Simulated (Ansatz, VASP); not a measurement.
**One calculation of AlN, two programs**

Contents of POSCAR:

```
AlN
1.0
    0.0000000000      2.1839935596      2.1839935596
    2.1839935596      0.0000000000      2.1839935596
    2.1839935596      2.1839935596      0.0000000000
Al N
1 1
Direct
    0.0000000000      0.0000000000      0.0000000000
    0.2500000000      0.2500000000      0.2500000000
```

File INCAR.step1:

```
SYSTEM = AlN
PREC = Accurate
ENCUT = 600
EDIFF = 1E-5
ISMEAR = -1
SIGMA = 0.05
LREAL = .False.
LASPH = .True.
NELM = 60
ALGO = Normal
LWAVE = .True.
LCHARG = .False.
GGA = PE
NBANDS = 11
```

INCAR.step2

```
SYSTEM = AlN
PREC = Accurate
ENCUT = 600
EDIFF = 1E-6
ISMEAR = -1
SIGMA = 0.05
LREAL = .False.
LASPH = .True.
NELM = 60
ALGO = Normal
ISIF = 3
LWAVE = .False.
LCHARG = .False.
GGA = PE
LHFCALC = .True.
HFSCREEN = 0.2079
PRECFOCK = Normal
IBRION = 2
NSW = 60
EDIFFG = -0.01
ISTART = 1
```

File KPOINTS:

```
Automatic mesh
0
Gamma
  5 5 5
  0 0 0
```

The input input.yaml:

```yaml
crystal:
  lattice:
    - [0.0, 2.1839935596, 2.1839935596]
    - [2.1839935596, 0.0, 2.1839935596]
    - [2.1839935596, 2.1839935596, 0.0]
  atoms:
    - { symbol: Al, position: [0.0, 0.0, 0.0] }
    - { symbol: "N", position: [0.25, 0.25, 0.25] }
hamiltonian:
  xc: hse06
  pseudopotentials: { kind: paw }
kpoints:
  mp_grid: { grid: [5, 5, 5] }
scf:
  occupations: { method: fermi_dirac, width: 0.05 }
output:
  forces: true
  stress: true
  write_density: true
  write_potential: true
  elf: true
  volumetric_format: npy
relax:
  f_tol: 0.01
  max_steps: 40
  cell: { stress_tol: 0.05 }
```

Alike in both runs: task relaxation of cell and atoms; functional HSE06; k mesh 5 × 5 × 5; occupations fermi-dirac, width 0.05 eV; no spin polarisation.

```csv
,VASP,Ansatz
version,VASP 6.6.1,Ansatz 0.2.0
potentials or method,"VASP PAW PBE potentials, release 64 (Al, N)",Ansatz PAW
plane-wave cutoff (eV),600,420
valence electrons in the cell,8,8
```

Ansatz gave:

| Quantity | Value |
| --- | --- |
| gap on the k mesh at the Fermi level, each at its own relaxed structure (eV) | 5.17 |
| relaxed volume (Å³/atom) | 10.40 |
| relaxed cell length with the largest relative difference (Å) | 3.087 |

Task: Which values does VASP return?

Result: gap on the k mesh at the Fermi level, each at its own relaxed structure (eV): 5.17; relaxed volume (Å³/atom): 10.39; relaxed cell length with the largest relative difference (Å): 3.086.

The k mesh is coarse, so the values compare programs but aren't converged. Noted on Ansatz's run: odd divisions of the mesh miss points on the zone boundary, where band edges often lie, so the gap on the mesh can be too wide; the plane-wave basis is chosen anew once the cell has moved, so the energies of steps on either side of that aren't comparable.
